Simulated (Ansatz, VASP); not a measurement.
# One calculation of Ti3Al, two programs

```
Ti Al
1.0
     0.00000    3.16581    3.16581
     3.16581    0.00000    3.16581
     3.16581    3.16581    0.00000
Ti Al
3 1
Direct
  0.00000 0.00000 0.00000
  0.25000 0.25000 0.25000
  0.75000 0.75000 0.75000
  0.50000 0.50000 0.50000
```

Change from the starting cell: volume scaled by 0.94.

Alike in both runs: task single point; functional PBEsol; k mesh 7 × 7 × 7; occupations fermi-dirac, width 0.05 eV; no spin polarisation.

```csv
,VASP,Ansatz
version,VASP 6.6.1,Ansatz 0.2.0
potentials or method,"VASP PAW PBE potentials, release 64 (Ti_sv, Al), cutoff 520 eV","all-electron LAPW, scalar-relativistic"
```

VASP gave:

* gap on the k mesh at the Fermi level (eV): none
* pressure (GPa): 2.2

Task: What did Ansatz give for the same quantities?

Result: gap on the k mesh at the Fermi level (eV): none; pressure (GPa): 2.3.

VASP's potentials were made for PBE, not for PBEsol. A gap of «none» marks a metal or a gap that the smearing closes. Ansatz ran all-electron here, and VASP with PAW potentials.
